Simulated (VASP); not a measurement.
# ZnSe (I-4m2) in VASP: a series of runs, part 2 of 2

VASP 6.6.1.

**6. Single point, LDA (21.57 Å³/atom)**

This run uses another cell than the first one, of 21.57 Å³/atom.

Input file INCAR:

```
  PREC = Accurate
  ENCUT = 520
  EDIFF = 1E-7
  ISMEAR = 0
  SIGMA = 0.05
  LREAL = F
  LASPH = T
  NELM = 100
  ALGO = Normal
  ISIF = 2
  LWAVE = F
  LCHARG = F
  GGA = CA
  NBANDS = 16
```

Input file KPOINTS:

```
regular mesh
0
Gamma
  10 10 10
```

Input file POSCAR:

```
ZnSe
1.0
    0.0000000000      2.5672377975      2.8985410381
    2.8985410381      0.0000000000      2.8985410381
    2.8985410381      2.5672377975      0.0000000000
Zn Se
1 1
Direct
    0.0000000000      0.0000000000      0.0000000000
    0.7500000000      0.7500000000      0.7500000000
```

Potentials or basis: VASP PAW LDA potentials, release 64 (Zn, Se).

Started as:

```bash
> cat potpaw_LDA.64/Zn/POTCAR potpaw_LDA.64/Se/POTCAR > POTCAR
> mpirun -np 1 vasp_std > vasp.out
```

OUTCAR:

```text
PREC = Accurate
   ENCUT = 520
   EDIFF = 1E-7
   ISMEAR = 0
   LREAL = F
   LASPH = T
   NELM = 100
   ISIF = 2
   GGA = CA

 ion  position               nearest neighbor table
   1  0.000  0.000  0.000-   2 2.42   2 2.42   2 2.42   2 2.42
   2  0.750  0.750  0.750-   1 2.42   1 2.42   1 2.42   1 2.42

  LATTYP: Found a body centered tetragonal cell.
 ALAT       =     4.0991560472
 C/A-ratio  =     1.2525689522

  Lattice vectors:

 A1 = (   0.0000000000,  -2.5672377975,   2.8985410381)
 A2 = (   0.0000000000,  -2.5672377975,  -2.8985410381)
 A3 = (   2.8985410381,   2.5672377975,   0.0000000000)

Analysis of symmetry for initial positions (statically):
=====================================================================
 Subroutine PRICEL returns:
 Original cell was already a primitive cell.

 Routine SETGRP: Setting up the symmetry group for a
 body centered tetragonal supercell.

 Subroutine GETGRP returns: Found  8 space group operations
 (whereof  8 operations were pure point group operations)
 out of a pool of 16 trial point group operations.

The static configuration has the point symmetry D_2d.

Analysis of symmetry for dynamics (positions and initial velocities):
=====================================================================
 Subroutine PRICEL returns:
 Original cell was already a primitive cell.

 Routine SETGRP: Setting up the symmetry group for a
 body centered tetragonal supercell.

 Subroutine GETGRP returns: Found  8 space group operations
 (whereof  8 operations were pure point group operations)
 out of a pool of 16 trial point group operations.

The dynamic configuration has the point symmetry D_2d.

 Subroutine INISYM returns: Found  8 space group operations
 (whereof  8 operations are pure point group operations),
 and found     1 'primitive' translations

----------------------------------------------------------------------------------------

                                     Primitive cell

  volume of cell :      43.1375

  direct lattice vectors                    reciprocal lattice vectors
     0.000000000  2.567237797  2.898541038    -0.172500576  0.194761857  0.172500576
     2.898541038  0.000000000  2.898541038     0.172500576 -0.194761857  0.172500576
     2.898541038  2.567237797  0.000000000     0.172500576  0.194761857 -0.172500576

  length of vectors
     3.871982704  4.099156047  3.871982704     0.312161943  0.312161943  0.312161943

  position of ions in fractional coordinates (direct lattice)
     0.000000000  0.000000000  0.000000000
     0.750000000  0.750000000  0.750000000

  ion indices of the primitive-cell ions
   primitive index   ion index
                 1           1
                 2           2

----------------------------------------------------------------------------------------

 KPOINTS: regular mesh

Automatic generation of k-mesh.
 Grid dimensions read from file:
 generate k-points for:   10   10   10

 Generating k-lattice:

  Cartesian coordinates                     Fractional coordinates (reciprocal lattice)
    -0.017250058  0.019476186  0.017250058     0.100000000  0.000000000  0.000000000
     0.017250058 -0.019476186  0.017250058    -0.000000000  0.100000000 -0.000000000
     0.017250058  0.019476186 -0.017250058     0.000000000  0.000000000  0.100000000

  Length of vectors
     0.031216194  0.031216194  0.031216194

  Shift w.r.t. Gamma in fractional coordinates (k-lattice)
     0.000000000  0.000000000  0.000000000

 Subroutine IBZKPT returns following result:
 ===========================================

 Found    102 irreducible k-points:

 Following reciprocal coordinates:
            Coordinates               Weight
  0.000000  0.000000  0.000000      1.000000
  0.100000  0.000000 -0.000000      8.000000
  0.200000  0.000000 -0.000000      8.000000
  0.300000  0.000000  0.000000      8.000000
  0.400000  0.000000 -0.000000      8.000000
  0.500000  0.000000  0.000000      4.000000
[... 16 lines left out ...]
  0.300000  0.300000  0.000000      4.000000
  0.400000  0.300000 -0.000000     16.000000
 [... further k-points ...]
   k-points           NKPTS =    102   k-points in BZ     NKDIM =    102   number of bands    NBANDS=     16
   number of dos      NEDOS =    301   number of ions     NIONS =      2
   total plane-waves  NPLWV =  27000
   dimension x,y,z NGX =    30 NGY =   30 NGZ =   30
   dimension x,y,z NGXF=    60 NGYF=   60 NGZF=   60
   ions per type =               1   1
   NGX,Y,Z   is equivalent  to a cutoff of  12.88, 12.17, 12.88 a.u.
   NGXF,Y,Z  is equivalent  to a cutoff of  25.76, 24.33, 25.76 a.u.
 SYSTEM =  unknown system
   PREC   = accura    normal or accurate (medium, high low for compatibility)
   ISTART =      0    job   : 0-new  1-cont  2-samecut
   ICHARG =      2    charge: 1-file 2-atom 10-const
   ISPIN  =      1    spin polarized calculation?
   LNONCOLLINEAR =      F non collinear calculations
   LSORBIT =      F    spin-orbit coupling
   LASPH  =      T    aspherical Exc in radial PAW
   ENCUT  =  520.0 eV  38.22 Ry    6.18 a.u.   7.20  7.62  7.20*2*pi/ulx,y,z
   NELM   =    100;   NELMIN=  2; NELMDL= -5     # of ELM steps
   EDIFF  = 0.1E-06   stopping-criterion for ELM
   LREAL  =      F    real-space projection
   EDIFFG = 0.1E-05   stopping-criterion for IOM
   NSW    =      0    number of steps for IOM
   IBRION =     -1    ionic relax: 0-MD 1-quasi-New 2-CG
   NFREE  =      0    steps in history (QN), initial steepest desc. (CG)
   ISIF   =      2    stress and relaxation
   ISYM   =      2    0-nonsym 1-usesym 2-fastsym
   POTIM  = 0.5000    time-step for ionic-motion
   TEBEG  =    0.0;   TEEND  =   0.0 temperature during run
   PSTRESS=    0.0 pullay stress
   NELECT =      18.0000    total number of electrons
   NUPDOWN=      -1.0000    fix difference up-down
   EMIN   =  10.00;   EMAX   =-10.00  energy-range for DOS
   EFERMI =   0.00;   METHOD = LEGACY
   ISMEAR =     0;   SIGMA  =   0.05  broadening in eV -4-tet -1-fermi 0-gaus
   EFERMI_NEDOS =   21; number of points for ismear=-14 and -15
   IALGO  =     38    algorithm
   IMIX   =      4    mixing-type and parameters
     AMIX     =   0.40;   BMIX     =  1.00
     AMIX_MAG =   1.60;   BMIX_MAG =  1.00
  volume/ion in A,a.u.               =      21.57       145.55
  Fermi-wavevector in a.u.,A,eV,Ry     =   1.223340  2.311778 20.361960  1.496562
  Thomas-Fermi vector in A             =   2.358455
   LORBIT       =      0    0 simple, 1 ext, 2 COOP (PROOUT), +10 PAW based schemes
   GGA     = CA    functional components
   LHFCALC =     F    Hartree Fock is set to
   AEXX    =    0.0000 exact exchange contribution
   IVDW    =     0    specifies the selected vdW correction
   LEPSILON=     F    determine dielectric tensor
   LRPA    =     F    only Hartree local field effects (RPA)
 non-spin polarized calculation
 Gauss-broadening in eV      SIGMA  =   0.05
  energy-cutoff  :      520.00
  volume of cell :       43.14
 maximum number of plane-waves:      1186
 NGX is ok and might be reduce to    30
   NGX = 15   NGY = 15   NGZ = 15

 number of electron      17.9999985 magnetization

 Free energy of the ion-electron system (eV)
  ---------------------------------------------------
  ext. energy  EPLUGINS =         0.00000000
  ---------------------------------------------------
  free energy    TOTEN  =        -7.32956998 eV

  energy without entropy =       -7.32956998  energy(sigma->0) =       -7.32956998

 E-fermi :   2.4237     XC(G=0):  -9.9502

 val. band max:        2.2160882249   @ k =   0.0000   0.0000   0.0000
 cond. band min:       3.2249427832   @ k =   0.0000   0.0000   0.0000
 fundamental gap:      1.0088545583
 Fermi energy:         2.4236760275

 k-point     1 :       0.0000    0.0000    0.0000
  band No.  band energies     occupation
      1     -11.6299      2.00000
      2      -4.8911      2.00000
      3      -4.8911      2.00000
      4      -4.8450      2.00000
      5      -4.5018      2.00000
      6      -4.4714      2.00000
[... 8 lines left out ...]
     15      12.4939      0.00000
     16      13.9793      0.00000
[... 419 lines left out ...]
 k-point    24 :       0.4000    0.3000   -0.0000
  band No.  band energies     occupation
      1     -10.7495      2.00000
      2      -4.8821      2.00000
      3      -4.7166      2.00000
      4      -4.6264      2.00000
      5      -4.4975      2.00000
      6      -4.4342      2.00000
[... 8 lines left out ...]
     15      14.8911      0.00000
     16      16.6990      0.00000

 [... further k-points ...]

------------------------ aborting loop because EDIFF is reached ----------------------------------------

  FORCE on cell =-STRESS in cart. coord.  units (eV):
  Direction    XX          YY          ZZ          XY          YZ          ZX
  --------------------------------------------------------------------------------------
  -------------------------------------------------------------------------------------
  Total       -0.3220853      0.6541498     -0.3220853      0.0000000      0.0000000      0.0000000
  in kB      -11.9626267     24.2958893    -11.9626267      0.0000000      0.0000000      0.0000000
  external PRESSURE =       0.1235453 kB  Pullay stress =       0.0000000 kB

 VOLUME and BASIS-vectors are now :
 -----------------------------------------------------------------------------
  energy-cutoff  :      520.00
  volume of cell :       43.14
      direct lattice vectors                 reciprocal lattice vectors
     0.000000000  2.567237797  2.898541038    -0.172500576  0.194761857  0.172500576
     2.898541038  0.000000000  2.898541038     0.172500576 -0.194761857  0.172500576
     2.898541038  2.567237797  0.000000000     0.172500576  0.194761857 -0.172500576

 POSITION                                       TOTAL-FORCE (eV/Angst)
 -----------------------------------------------------------------------------------
      0.00000      0.00000      0.00000        -0.000000      0.000000     -0.000000
      4.34781      3.85086      4.34781         0.000000     -0.000000      0.000000
 -----------------------------------------------------------------------------------
    total drift:                                0.000002     -0.000003      0.000002

  FREE ENERGIE OF THE ION-ELECTRON SYSTEM (eV)
  ---------------------------------------------------
  free  energy   TOTEN  =        -7.3295699799 eV

  energy  without entropy=       -7.3295699799  energy(sigma->0) =       -7.32956998
```

Run time: 2.1 min. Hardware: 1 thread of Intel Xeon 8259CL, shared host; peak memory 0.2 GiB.

What came out:

```
Free energy            : -7.3296 eV
Pressure               : 0.0 GPa
Band gap on the k mesh : 1.01 eV
```

**7. Overview**

```csv
cell,gap on the mesh (eV),pressure (GPa)
"a = 3.820, b = 4.044 Å, angles 58.0, 63.9, 58.0°, 2 atoms",1.18,3.2
"a = 3.901, b = 4.017 Å, angles 59.0, 62.0, 59.0°, 2 atoms",1.14,0.3
"a = 3.851, b = 4.183 Å, angles 57.1, 65.8, 57.1°, 2 atoms",0.88,-0.5
"a = 4.091, b = 3.705 Å, angles 63.1, 53.8, 63.1°, 2 atoms",0.79,-0.3
"a = 3.872, b = 4.099 Å, angles 58.0, 63.9, 58.0°, 2 atoms",1.01,0.0
```

Alike in all rows: task single point; level LDA; potentials or basis VASP PAW LDA potentials, release 64 (Zn, Se); no spin polarisation; k mesh 10 × 10 × 10; cutoff (eV) 520; smearing gaussian 0.05 eV.

Caveats: the cell stands under pressure (at least some runs); the stress differs along the axes, from -7 to 3 GPa (at least some runs); semilocal functionals underestimate gaps, and a narrow one can read as zero (at least some runs).

Total energies depend on the potentials used, so only differences within one code and one set of settings carry meaning.
